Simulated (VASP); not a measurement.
## Cu: single point with PBEsol

The system is Cu.

```
Cu
1.0
     1.12801   -3.98366    0.00000
     1.12801    3.98366    0.00000
     0.00000    0.00000    2.48263
Cu
2
Direct
  0.13385 0.86615 0.25000
  0.86615 0.13385 0.75000
```

```json
{
 "Program": "VASP 6.6.1",
 "Task": "single point",
 "Functional": "PBEsol",
 "Potentials or basis": "VASP PAW PBE potentials, release 64 (Cu)",
 "Cutoff": "520 eV",
 "k mesh": "22 × 22 × 20",
 "Occupations": "gaussian, width 0.15 eV",
 "Spin": "no spin polarisation"
}
```

```
Pressure               : 13.2 GPa
Largest force          : 0.298 eV/Å
Band gap on the k mesh : zero (band 11 reaches 12.57 eV, above the bottom of band 12 at 6.49 eV)
```

Forces on the atoms (eV/Å):
```
Cu   0.000  0.298  0.000
Cu   0.000 -0.298  0.000
```

Stress tensor (GPa, compression positive):
```
33.21  0.00  0.00
 0.00  4.35  0.00
 0.00  0.00  1.98
```

Levels at points of the mesh, in eV from the Fermi level:
```tsv
k point	band 9	band 10	band 11	band 12	band 13	band 14
(0.00, 0.00, 0.00)	-1.77	-1.64	-1.52	-0.64	4.62	14.01
(0.50, 0.00, 0.00)	-2.31	-1.76	-0.08	1.98	3.34	7.86
(0.50, 0.50, 0.00)	-2.39	-1.85	-1.56	-1.49	13.15	14.97
(0.00, 0.00, 0.50)	-1.65	-1.65	-0.23	-0.23	7.76	7.76
(0.50, 0.00, 0.50)	-1.15	-1.15	4.17	4.17	8.09	8.09
(0.50, 0.50, 0.50)	-1.73	-1.73	-1.44	-1.44	3.50	3.50
```

Run time: 6.7 min on 1 thread of Intel Xeon 6975P-C, with other jobs on the host, peak memory 0.56 GiB.

Caveat: the PAW data sets were made with another functional, which shifts forces and pressure a little.
